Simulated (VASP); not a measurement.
# HPbNO4 (P1) in VASP: further runs, part 3 of 3

VASP 6.6.1. The steps go on from the part before.

## 5. Single point, PBE+D3(BJ)

INCAR reads:

```
  ALGO = Normal
  EDIFF = 1E-6
  ENCUT = 910
  GGA = PE
  GGA_COMPAT = F
  ISIF = 2
  ISMEAR = -1
  IVDW = 12
  LASPH = T
  LCHARG = T
  LELF = T
  LREAL = F
  LVHAR = T
  LWAVE = F
  NBANDS = 31
  NELM = 120
  PREC = Accurate
  SIGMA = 0.05
```

KPOINTS reads:

```
k-points
0
Gamma
  5 4 4
```

POSCAR reads:

```
HPbNO4
1.0
    3.8540400000      0.1438400000      0.0901200000
   -0.2532000000      5.5269800000      0.1647100000
   -0.4819700000     -1.9272000000      5.7202500000
H Pb N O
1 1 1 4
Direct
    0.1091300000      0.6571800000      0.5446300000
    0.6102900000      0.5212700000      0.1510000000
    0.9158000000      0.9626300000      0.9586700000
    0.0138400000      0.1363900000      0.8808400000
    0.7239800000      0.0105700000      0.1285800000
    0.0038900000      0.7373200000      0.8704300000
    0.1192700000      0.5932400000      0.3765100000
```

Potentials or basis: VASP PAW PBE potentials, release 64 (H_h, Pb_d, N_h, O_h).

Launch:

```console
> cat potpaw_PBE.64/H_h/POTCAR potpaw_PBE.64/Pb_d/POTCAR potpaw_PBE.64/N_h/POTCAR potpaw_PBE.64/O_h/POTCAR > POTCAR
> mpirun -np 1 vasp_std > vasp.out
```

It took 4.3 min on 1 thread of AMD EPYC 9R14 (Zen 4), shared host; peak memory 0.55 GiB.

Results (log left out):

- Free energy: -41.2914 eV
- Pressure: -0.9 GPa
- Largest force: 0.047 eV/Å
- Band gap on the k mesh: 3.14 eV, indirect (least direct gap 3.22 eV)
- Dispersion energy per atom: -0.086 eV

Forces in eV/Å, atoms in the order of the input:
```
H    0.001 -0.001  0.012
Pb  -0.047 -0.002 -0.007
N    0.012 -0.008 -0.006
O    0.018 -0.008 -0.017
O    0.000  0.005  0.004
O    0.014  0.013 -0.011
O    0.001  0.001  0.025
```

Stress tensor (GPa, compression positive):
```
-0.86  0.01 -0.07
 0.01 -0.79  0.03
-0.07  0.03 -0.95
```

Levels at points of the mesh, in eV from the valence-band top:
```
           k point  band 18  band 19  band 20  band 21  band 22  band 23  band 24  band 25  band 26  band 27
(0.00, 0.00, 0.00)    -1.90    -1.71    -1.49    -0.71    -0.43     3.48     4.35     5.82     6.01     7.85
(0.00, 0.50, 0.00)    -1.88    -1.50    -1.15    -0.88    -0.58     3.54     4.32     4.67     7.51     7.87
(0.00, 0.00, 0.50)    -1.73    -1.53    -1.29    -0.74    -0.40     3.29     3.81     5.80     7.18     8.35
(0.00, 0.50, 0.50)    -1.85    -1.56    -1.03    -0.85    -0.57     3.51     4.04     4.67     7.46     7.97
```

Caveat: the cutoff is under 1.25 times the usual one of these potentials, so pressure, stress and relaxed cells hold a basis-set (Pulay) error; three body term missing; spin-orbit coupling is left out, which moves the levels of the heavy elements. PBE gaps usually lie below the measured ones, often by a third to a half.

## 6. Single point, PBE

INCAR reads:

```
PREC     = Accurate       # precision mode
ENCUT    = 520            # plane-wave cutoff, eV
EDIFF    = 1E-6           # SCF threshold, eV
ISMEAR   = -1             # smearing method
SIGMA    = 0.05           # smearing width, eV
LREAL    = F              # projectors in reciprocal space
LASPH    = T              # aspherical terms in the spheres
NELM     = 100            # most SCF steps
ALGO     = Normal         # electronic algorithm
ISIF     = 2              # what is computed and relaxed
LWAVE    = F              # write WAVECAR
LCHARG   = T              # write CHGCAR
GGA      = PE             # functional
LELF     = T              # ELF
LVHAR    = T            
NBANDS   = 31             # bands
```

KPOINTS reads:

```
Automatic mesh
0
Gamma
  5 3 3
```

POSCAR is that of step 5.

Potentials or basis: VASP PAW PBE potentials, release 64 (H, Pb_d, N, O).

Launch:

```console
> cat potpaw_PBE.64/H/POTCAR potpaw_PBE.64/Pb_d/POTCAR potpaw_PBE.64/N/POTCAR potpaw_PBE.64/O/POTCAR > POTCAR
> mpirun -np 1 vasp_std > vasp.out
```

It took 3.1 min on 1 thread of Intel Xeon 8259CL, shared host; peak memory 0.28 GiB.

It converged, with:

```
Free energy            : -40.4028 eV
Pressure               : 0.5 GPa
Largest force          : 0.421 eV/Å
Band gap on the k mesh : 3.20 eV, indirect (least direct gap 3.30 eV)
```

Forces in eV/Å, atoms in the order of the input:
```
H   -0.010 -0.002  0.099
Pb  -0.016 -0.001 -0.018
N   -0.011 -0.045  0.015
O    0.126  0.379 -0.132
O   -0.237 -0.026  0.267
O    0.127 -0.305 -0.154
O    0.021  0.001 -0.077
```

Stress tensor (GPa, compression positive):
```
 0.21  0.04 -0.42
 0.04  0.80  0.02
-0.42  0.02  0.49
```

Levels at points of the mesh, in eV from the valence-band top:
| k point | band 19 | band 20 | band 21 | band 22 | band 23 | band 24 | band 25 | band 26 |
| --- | --- | --- | --- | --- | --- | --- | --- | --- |
| (0.00, 0.00, 0.00) | -1.65 | -1.42 | -0.63 | -0.36 | 3.52 | 4.43 | 5.89 | 6.07 |

Caveat: the standard files for N, O and F lose accuracy on very short bonds; spin-orbit coupling is left out, which moves the levels of the heavy elements.

## 7. Single point, PBE

INCAR reads:

```
SYSTEM = HPbNO4
  PREC = Accurate
  ENCUT = 520
  EDIFF = 1E-6
  ISMEAR = -1
  SIGMA = 0.05
  LREAL = .False.
  LASPH = .True.
  NELM = 60
  ALGO = Normal
  ISIF = 2
  LWAVE = .False.
  LCHARG = .False.
  GGA = PE
  NBANDS = 31
```

KPOINTS reads:

```
regular mesh
0
Gamma
  5 3 3
  0 0 0
```

POSCAR is that of step 6.

Launch:

```console
> cat potpaw_PBE.64/H/POTCAR potpaw_PBE.64/Pb_d/POTCAR potpaw_PBE.64/N/POTCAR potpaw_PBE.64/O/POTCAR > POTCAR
> mpirun -np 1 vasp_std > vasp.out
```

Wall time 3.2 min (1 thread of Intel Xeon 8259CL, shared host); peak memory 0.28 GiB.

The run converged. Its results:

```
Free energy            : -40.4028 eV
Pressure               : 0.5 GPa
Largest force          : 0.421 eV/Å
Band gap on the k mesh : 3.20 eV, indirect (least direct gap 3.30 eV)
```

Forces on the atoms (eV/Å):
```
H   -0.010 -0.002  0.099
Pb  -0.016 -0.001 -0.018
N   -0.011 -0.045  0.015
O    0.126  0.379 -0.132
O   -0.237 -0.026  0.267
O    0.127 -0.305 -0.154
O    0.021  0.001 -0.077
```

Stress tensor (GPa, compression positive):
```
 0.21  0.04 -0.42
 0.04  0.80  0.02
-0.42  0.02  0.49
```

Levels at points of the mesh, in eV from the valence-band top:
```csv
k point,band 18,band 19,band 20,band 21,band 22,band 23,band 24,band 25,band 26,band 27
"(0.00, 0.00, 0.00)",-1.83,-1.65,-1.42,-0.63,-0.36,3.52,4.43,5.89,6.07,7.92
```

Caveat: the standard files for N, O and F lose accuracy on very short bonds; spin-orbit coupling is left out, which moves the levels of the heavy elements. As with any semilocal functional, this PBE gap is likely too small.

## 8. The runs side by side

```csv
level,potentials or basis,k mesh,cutoff (eV),second run,gap on the mesh (eV),pressure (GPa),largest force (eV/Å)
PBE,"VASP PAW PBE potentials, release 64 (H, Pb_d, N, O)",5 × 4 × 4,520,-,3.12,0.5,0.42
revPBE,"VASP PAW PBE potentials, release 64 (H, Pb_d, N, O)",5 × 4 × 4,520,-,3.16,2.0,0.67
BLYP,"VASP PAW PBE potentials, release 64 (H, Pb_d, N, O)",5 × 4 × 4,520,-,3.08,2.5,0.90
PBE+D3(BJ),"VASP PAW PBE potentials, release 64 (H_h, Pb_d, N_h, O_h)",5 × 4 × 4,910,hard_potentials,3.14,-0.9,0.05
PBE,"VASP PAW PBE potentials, release 64 (H, Pb_d, N, O)",5 × 3 × 3,520,-,3.20,0.5,0.42
```

Alike in all rows: task single point; no spin polarisation; cell as given; smearing fermi-dirac 0.05 eV.

Caveats: spin-orbit coupling is left out, which moves the levels of the heavy elements; the standard files for N, O and F lose accuracy on very short bonds (some runs); the PAW data sets were made with another functional, which shifts forces and pressure a little (some runs); the cutoff is under 1.25 times the usual one of these potentials, so pressure, stress and relaxed cells hold a basis-set (Pulay) error (some runs); three body term missing (some runs).

Total energies depend on the potentials used, so only differences within one code and one set of settings carry meaning.
